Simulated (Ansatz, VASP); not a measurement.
## KF in VASP and in Ansatz

File INCAR:

```
PREC = Accurate
ENCUT = 520
EDIFF = 1E-7
ISMEAR = 0
SIGMA = 0.05
LREAL = False
LASPH = True
NELM = 60
ALGO = Normal
ISIF = 2
LWAVE = False
LCHARG = False
GGA = PE
NBANDS = 15
```

The input KPOINTS:

```
regular mesh
0
Gamma
  8 8 8
```

POSCAR

```
KF
1.0
    3.3508044840      0.0000000000      0.0000000000
    0.0000000000      3.3508044840      0.0000000000
    0.0000000000      0.0000000000      3.0827401253
K F
1 1
Direct
    0.0000000000      0.0000000000      0.0000000000
    0.5000000000      0.5000000000      0.5000000000
```

Input for Ansatz:

```yaml
crystal:
  lattice:
    - [3.350804484, 0.0, 0.0]
    - [0.0, 3.350804484, 0.0]
    - [0.0, 0.0, 3.0827401253]
  atoms:
    - { symbol: K, position: [0.0, 0.0, 0.0] }
    - { symbol: F, position: [0.5, 0.5, 0.5] }
basis:
  ecutwfc: 420
kpoints:
  mp_grid: { grid: [8, 8, 8] }
hamiltonian:
  xc: pbe
scf:
  occupations: { method: gaussian, width: 0.05 }
output:
  forces: true
  stress: true
  eigenvalues: true
```

Alike in both runs: task single point; functional PBE; k mesh 8 × 8 × 8; occupations gaussian, width 0.05 eV; no spin polarisation.

|  | VASP | Ansatz |
| --- | --- | --- |
| version | VASP 6.6.1 | Ansatz 0.2.0 |
| potentials or method | VASP PAW PBE potentials, release 64 (K_sv, F), cutoff 520 eV | scalar-relativistic, plane waves, PAW |
| valence electrons in the cell | 16 | 16 |

```csv
,VASP,Ansatz,Ansatz less VASP
gap on the k mesh at the Fermi level (eV),6.01,6.03,+0.017
least direct gap on the mesh (eV),6.05,6.07,+0.017
pressure (GPa),0.0,0.0,+0.01
"traceless stress, the component that is largest in VASP (GPa)",4.82,4.80,-0.014
```

With one functional, cell and mesh, what is left measures potentials, basis and numerics.
